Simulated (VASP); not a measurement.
The system is AlNi3.

```
Ni Al
1.0
     3.47544    0.00000    0.00000
     0.00000    3.47544    0.00000
     0.00000    0.00000    3.47544
Ni Al
3 1
Direct
  0.50000 0.50000 0.00000
  0.50000 0.00000 0.50000
  0.00000 0.50000 0.50000
  0.00000 0.00000 0.00000
```

This cell differs from its parent crystal: volume scaled by 0.96.

Base run:

| Item | Value |
| --- | --- |
| Program | VASP 6.6.1 |
| Functional | PBEsol |
| Potentials or basis | VASP PAW PBE potentials, release 64 (Ni, Al) |
| Cutoff | 520 eV |
| k mesh | 8 × 8 × 8 |
| Occupations | fermi-dirac, width 0.05 eV |
| Spin | collinear spin, ferromagnetic start |
| Starting moments | [1.0, 1.0, 1.0, 0.0] μB |

Its results: pressure 8.4 GPa; net moment 0.57 μB per cell; site moments Ni +0.20; Al -0.01 μB.

The run is repeated on the same cell with these changes: functional from PBEsol to r2SCAN. What comes out?

Pressure 9.7 GPa; net moment 0.83 μB per cell; site moments Ni +0.31; Al -0.02 μB.

Caveats: the PAW data sets were made with another functional, which shifts forces and pressure a little.
